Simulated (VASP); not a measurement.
Crystal: AlP.

```
CELL_PARAMETERS angstrom
0.00000 2.72550 2.72550
2.72550 0.00000 2.72550
2.72550 2.72550 0.00000
ATOMIC_POSITIONS crystal
Al 0.00000 0.00000 0.00000
P 0.25000 0.25000 0.25000
```

Base run:

```yaml
Program: VASP 6.6.1
Functional: PBE
Potentials_or_basis: VASP PAW PBE potentials, release 64 (Al, P)
Cutoff: 500 eV
k_mesh: 10 × 10 × 10
Occupations: gaussian, width 0.01 eV
Spin: no spin polarisation
```

Its results: band gap on the k mesh 1.57 eV, indirect (least direct gap 3.35 eV); pressure 2.6 GPa.

Q: After a change of settings the same cell gave: band gap on the k mesh 1.37 eV, indirect (least direct gap 3.31 eV); pressure 8.8 GPa. Which change was it?
A. k mesh from 10 × 10 × 10 to 2 × 2 × 2
B. k mesh from 10 × 10 × 10 to 4 × 4 × 4
C. k mesh from 10 × 10 × 10 to 8 × 8 × 8
D. k mesh from 10 × 10 × 10 to 6 × 6 × 6

A: A.

Caveats: some runs use coarse meshes.
